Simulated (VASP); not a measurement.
# Hg2O (P4/mmm) in VASP: single point with PBE

Aim: the single point of Hg2O with PBE.

All numbers are computed with VASP 6.6.1; they aren't measurements. Logs are shortened: lines on timing, memory, paths and dates and some standing lists are left out, and cuts for length are marked.

## (1) The cell of the first run

The structure is tetragonal, space group P4/mmm (No. 123). Conventional cell: a = 4.655 Å, b = 4.655 Å, c = 3.660 Å, α = 90.00°, β = 90.00°, γ = 90.00°. Hg (site symmetry mmm) has 2 O at 2.33 Å within 3.1 Å. O (site symmetry 4/mmm) has 4 Hg at 2.33 Å within 3.1 Å.

The cell was generated, and may not be a known phase.

## (2) Single point, PBE

Input file INCAR:

```
PREC = Accurate
ENCUT = 700
EDIFF = 1E-6
ISMEAR = 0
SIGMA = 0.15
LREAL = F
LASPH = T
NELM = 120
ALGO = Normal
ISIF = 2
LWAVE = F
LCHARG = T
GGA = PE
LELF = T
LVHAR = T
NBANDS = 30
GGA_COMPAT = F
```

Input file KPOINTS:

```
regular mesh
0
Gamma
  3 3 4
```

Input file POSCAR:

```
Hg2O
1.0
    4.6546757596      0.0000000000      0.0000000000
    0.0000000000      4.6546757596      0.0000000000
    0.0000000000      0.0000000000      3.6599710742
Hg O
2 1
Direct
    0.0000000000      0.5000000000      0.0000000000
    0.5000000000      0.0000000000      0.0000000000
    0.0000000000      0.0000000000      0.0000000000
```

Potentials or basis: VASP PAW PBE potentials, release 64 (Hg_sv_GW, O).

The run is started by

```bash
$ cat potpaw_PBE.64/Hg_sv_GW/POTCAR potpaw_PBE.64/O/POTCAR > POTCAR
$ mpirun -np 1 vasp_std > vasp.out
```

OUTCAR:

```text
PREC = Accurate
   ENCUT = 700
   EDIFF = 1E-6
   ISMEAR = 0
   LREAL = F
   LASPH = T
   NELM = 120
   ISIF = 2
   GGA = PE

 ion  position               nearest neighbor table
   1  0.000  0.500  0.000-   3 2.33   3 2.33   2 3.29   2 3.29   2 3.29   2 3.29
   2  0.500  0.000  0.000-   3 2.33   3 2.33   1 3.29   1 3.29   1 3.29   1 3.29
   3  0.000  0.000  0.000-   1 2.33   2 2.33   1 2.33   2 2.33

  LATTYP: Found a simple tetragonal cell.
 ALAT       =     4.6546757596
 C/A-ratio  =     0.7862998978

  Lattice vectors:

 A1 = (   4.6546757596,   0.0000000000,   0.0000000000)
 A2 = (   0.0000000000,   4.6546757596,   0.0000000000)
 A3 = (   0.0000000000,   0.0000000000,   3.6599710742)

Analysis of symmetry for initial positions (statically):
=====================================================================
 Subroutine PRICEL returns:
 Original cell was already a primitive cell.

 Routine SETGRP: Setting up the symmetry group for a
 simple tetragonal supercell.

 Subroutine GETGRP returns: Found 16 space group operations
 (whereof 16 operations were pure point group operations)
 out of a pool of 16 trial point group operations.

The static configuration has the point symmetry D_4h.

Analysis of symmetry for dynamics (positions and initial velocities):
=====================================================================
 Subroutine PRICEL returns:
 Original cell was already a primitive cell.

 Routine SETGRP: Setting up the symmetry group for a
 simple tetragonal supercell.

 Subroutine GETGRP returns: Found 16 space group operations
 (whereof 16 operations were pure point group operations)
 out of a pool of 16 trial point group operations.

The dynamic configuration has the point symmetry D_4h.

 Subroutine INISYM returns: Found 16 space group operations
 (whereof 16 operations are pure point group operations),
 and found     1 'primitive' translations

----------------------------------------------------------------------------------------

                                     Primitive cell

  volume of cell :      79.2970

  direct lattice vectors                    reciprocal lattice vectors
     4.654675760  0.000000000  0.000000000     0.214837736  0.000000000  0.000000000
     0.000000000  4.654675760  0.000000000     0.000000000  0.214837736  0.000000000
     0.000000000  0.000000000  3.659971074     0.000000000  0.000000000  0.273226203

  length of vectors
     4.654675760  4.654675760  3.659971074     0.214837736  0.214837736  0.273226203

  position of ions in fractional coordinates (direct lattice)
     0.000000000  0.500000000  0.000000000
     0.500000000  0.000000000  0.000000000
     0.000000000  0.000000000  0.000000000

  ion indices of the primitive-cell ions
   primitive index   ion index
                 1           1
                 2           2
                 3           3

----------------------------------------------------------------------------------------

 KPOINTS: regular mesh

Automatic generation of k-mesh.
 Grid dimensions read from file:
 generate k-points for:    3    3    4

 Generating k-lattice:

  Cartesian coordinates                     Fractional coordinates (reciprocal lattice)
     0.071612579  0.000000000  0.000000000     0.333333333  0.000000000  0.000000000
     0.000000000  0.071612579  0.000000000     0.000000000  0.333333333  0.000000000
     0.000000000  0.000000000  0.068306551     0.000000000  0.000000000  0.250000000

  Length of vectors
     0.071612579  0.071612579  0.068306551

  Shift w.r.t. Gamma in fractional coordinates (k-lattice)
     0.000000000  0.000000000  0.000000000

 Subroutine IBZKPT returns following result:
 ===========================================

 Found      9 irreducible k-points:

 Following reciprocal coordinates:
            Coordinates               Weight
  0.000000  0.000000  0.000000      1.000000
  0.333333  0.000000  0.000000      4.000000
  0.333333  0.333333  0.000000      4.000000
  0.000000  0.000000  0.250000      2.000000
  0.333333  0.000000  0.250000      8.000000
  0.333333  0.333333  0.250000      8.000000
  0.000000  0.000000  0.500000      1.000000
  0.333333  0.000000  0.500000      4.000000
  0.333333  0.333333  0.500000      4.000000
   k-points           NKPTS =      9   k-points in BZ     NKDIM =      9   number of bands    NBANDS=     30
   number of dos      NEDOS =    301   number of ions     NIONS =      3
   total plane-waves  NPLWV =  51200
   dimension x,y,z NGX =    40 NGY =   40 NGZ =   32
   dimension x,y,z NGXF=    80 NGYF=   80 NGZF=   64
   ions per type =               2   1
   NGX,Y,Z   is equivalent  to a cutoff of  14.29, 14.29, 14.54 a.u.
   NGXF,Y,Z  is equivalent  to a cutoff of  28.57, 28.57, 29.07 a.u.
 SYSTEM =  unknown system
   PREC   = accura    normal or accurate (medium, high low for compatibility)
   ISTART =      0    job   : 0-new  1-cont  2-samecut
   ICHARG =      2    charge: 1-file 2-atom 10-const
   ISPIN  =      1    spin polarized calculation?
   LNONCOLLINEAR =      F non collinear calculations
   LSORBIT =      F    spin-orbit coupling
   LASPH  =      T    aspherical Exc in radial PAW
   ENCUT  =  700.0 eV  51.45 Ry    7.17 a.u.  10.04 10.04  7.90*2*pi/ulx,y,z
   NELM   =    120;   NELMIN=  2; NELMDL= -5     # of ELM steps
   EDIFF  = 0.1E-05   stopping-criterion for ELM
   LREAL  =      F    real-space projection
   EDIFFG = 0.1E-04   stopping-criterion for IOM
   NSW    =      0    number of steps for IOM
   IBRION =     -1    ionic relax: 0-MD 1-quasi-New 2-CG
   NFREE  =      0    steps in history (QN), initial steepest desc. (CG)
   ISIF   =      2    stress and relaxation
   ISYM   =      2    0-nonsym 1-usesym 2-fastsym
   POTIM  = 0.5000    time-step for ionic-motion
   TEBEG  =    0.0;   TEEND  =   0.0 temperature during run
   PSTRESS=    0.0 pullay stress
   NELECT =      46.0000    total number of electrons
   NUPDOWN=      -1.0000    fix difference up-down
   EMIN   =  10.00;   EMAX   =-10.00  energy-range for DOS
   EFERMI =   0.00;   METHOD = LEGACY
   ISMEAR =     0;   SIGMA  =   0.15  broadening in eV -4-tet -1-fermi 0-gaus
   EFERMI_NEDOS =   21; number of points for ismear=-14 and -15
   IALGO  =     38    algorithm
   IMIX   =      4    mixing-type and parameters
     AMIX     =   0.40;   BMIX     =  1.00
     AMIX_MAG =   1.60;   BMIX_MAG =  1.00
  volume/ion in A,a.u.               =      26.43       178.37
  Fermi-wavevector in a.u.,A,eV,Ry     =   1.365344  2.580125 25.363477  1.864163
  Thomas-Fermi vector in A             =   2.491580
   LORBIT       =      0    0 simple, 1 ext, 2 COOP (PROOUT), +10 PAW based schemes
   GGA     = PE    functional components
   LHFCALC =     F    Hartree Fock is set to
   AEXX    =    0.0000 exact exchange contribution
   IVDW    =     0    specifies the selected vdW correction
   LEPSILON=     F    determine dielectric tensor
   LRPA    =     F    only Hartree local field effects (RPA)
 non-spin polarized calculation
 Gauss-broadening in eV      SIGMA  =   0.15
  energy-cutoff  :      700.00
  volume of cell :       79.30
 maximum number of plane-waves:      3354
   NGX = 21   NGY = 21   NGZ = 15

 number of electron      46.0000007 magnetization

 Free energy of the ion-electron system (eV)
  ---------------------------------------------------
  ext. energy  EPLUGINS =         0.00000000
  ---------------------------------------------------
  free energy    TOTEN  =        -4.73841531 eV

  energy without entropy =       -4.72979951  energy(sigma->0) =       -4.73410741

 E-fermi :   2.8908     XC(G=0):  -9.0496

 val. band max:        2.5595542092   @ k =   0.0000   0.0000   0.2500
 cond. band min:       2.9687704455   @ k =   0.3333   0.0000   0.0000
 fundamental gap:      0.4092162363
 Fermi energy:         2.8908082222

 k-point     1 :       0.0000    0.0000    0.0000
  band No.  band energies     occupation
      1    -112.1411      2.00000
      2    -112.1406      2.00000
      3     -60.5273      2.00000
      4     -60.5273      2.00000
      5     -60.4929      2.00000
      6     -60.4909      2.00000
[... 22 lines left out ...]
     29      11.7768      0.00000
     30      13.3689      0.00000

 k-point     2 :       0.3333    0.0000    0.0000
  band No.  band energies     occupation
      1    -112.1409      2.00000
      2    -112.1407      2.00000
      3     -60.5268      2.00000
      4     -60.5268      2.00000
      5     -60.4924      2.00000
      6     -60.4914      2.00000
[... 22 lines left out ...]
     29      11.0151      0.00000
     30      12.6186      0.00000

 k-point     3 :       0.3333    0.3333    0.0000
  band No.  band energies     occupation
      1    -112.1409      2.00000
      2    -112.1408      2.00000
      3     -60.5322      2.00000
      4     -60.5213      2.00000
      5     -60.4921      2.00000
      6     -60.4917      2.00000
[... 22 lines left out ...]
     29      11.7751      0.00000
     30      12.9866      0.00000

 k-point     4 :       0.0000    0.0000    0.2500
  band No.  band energies     occupation
      1    -112.1410      2.00000
      2    -112.1405      2.00000
      3     -60.5272      2.00000
      4     -60.5272      2.00000
      5     -60.4942      2.00000
      6     -60.4923      2.00000
[... 22 lines left out ...]
     29      11.3860      0.00000
     30      13.2753      0.00000

 k-point     5 :       0.3333    0.0000    0.2500
  band No.  band energies     occupation
      1    -112.1409      2.00000
      2    -112.1407      2.00000
      3     -60.5268      2.00000
      4     -60.5267      2.00000
      5     -60.4937      2.00000
      6     -60.4928      2.00000
[... 22 lines left out ...]
     29      11.5368      0.00000
     30      11.6551      0.00000

 k-point     6 :       0.3333    0.3333    0.2500
  band No.  band energies     occupation
      1    -112.1409      2.00000
      2    -112.1408      2.00000
      3     -60.5321      2.00000
      4     -60.5212      2.00000
      5     -60.4935      2.00000
      6     -60.4930      2.00000
[... 22 lines left out ...]
     29      11.3935      0.00000
     30      11.9782      0.00000

 k-point     7 :       0.0000    0.0000    0.5000
  band No.  band energies     occupation
      1    -112.1410      2.00000
      2    -112.1406      2.00000
      3     -60.5272      2.00000
      4     -60.5272      2.00000
      5     -60.4956      2.00000
      6     -60.4937      2.00000
[... 22 lines left out ...]
     29      11.7205      0.00000
     30      11.7205      0.00000

 k-point     8 :       0.3333    0.0000    0.5000
  band No.  band energies     occupation
      1    -112.1409      2.00000
      2    -112.1407      2.00000
      3     -60.5267      2.00000
      4     -60.5266      2.00000
      5     -60.4951      2.00000
      6     -60.4942      2.00000
[... 22 lines left out ...]
     29      11.4990      0.00000
     30      12.2222      0.00000

 k-point     9 :       0.3333    0.3333    0.5000
  band No.  band energies     occupation
      1    -112.1409      2.00000
      2    -112.1407      2.00000
      3     -60.5320      2.00000
      4     -60.5211      2.00000
      5     -60.4949      2.00000
      6     -60.4944      2.00000
[... 22 lines left out ...]
     29      10.3473      0.00000
     30      11.7984      0.00000

------------------------ aborting loop because EDIFF is reached ----------------------------------------

  FORCE on cell =-STRESS in cart. coord.  units (eV):
  Direction    XX          YY          ZZ          XY          YZ          ZX
  --------------------------------------------------------------------------------------
  -------------------------------------------------------------------------------------
  Total       -0.1732565     -0.1732565     -0.2262829      0.0000000      0.0000000      0.0000000
  in kB       -3.5006092     -3.5006092     -4.5719955      0.0000000      0.0000000      0.0000000
  external PRESSURE =      -3.8577380 kB  Pullay stress =       0.0000000 kB

 VOLUME and BASIS-vectors are now :
 -----------------------------------------------------------------------------
  energy-cutoff  :      700.00
  volume of cell :       79.30
      direct lattice vectors                 reciprocal lattice vectors
     4.654675760  0.000000000  0.000000000     0.214837736  0.000000000  0.000000000
     0.000000000  4.654675760  0.000000000     0.000000000  0.214837736  0.000000000
     0.000000000  0.000000000  3.659971074     0.000000000  0.000000000  0.273226203

 POSITION                                       TOTAL-FORCE (eV/Angst)
 -----------------------------------------------------------------------------------
      0.00000      2.32734      0.00000         0.000000      0.000000      0.000000
      2.32734      0.00000      0.00000         0.000000      0.000000      0.000000
      0.00000      0.00000      0.00000         0.000000      0.000000      0.000000
 -----------------------------------------------------------------------------------
    total drift:                               -0.000000      0.000000     -0.000000

  FREE ENERGIE OF THE ION-ELECTRON SYSTEM (eV)
  ---------------------------------------------------
  free  energy   TOTEN  =        -4.7384153122 eV

  energy  without entropy=       -4.7297995098  energy(sigma->0) =       -4.73410741
```

Run time: 37 s. Hardware: 1 thread of Intel Xeon Platinum 8259CL at 2.50GHz (Skylake/Cascade Lake), shared host; peak memory 0.23 GiB.

Results:

* Free energy: -4.7384 eV
* Pressure: -0.4 GPa
* Band gap on the k mesh: zero (bands 23 and 24 overlap by 1.11 eV)

Caveat: the k points lie up to 0.45 Å⁻¹ apart, too coarse for converged energies and pressures of a metal; spin-orbit coupling is left out, which moves the levels of the heavy elements.

The gap in the log of VASP goes by the Fermi energy; the results here count the filled bands.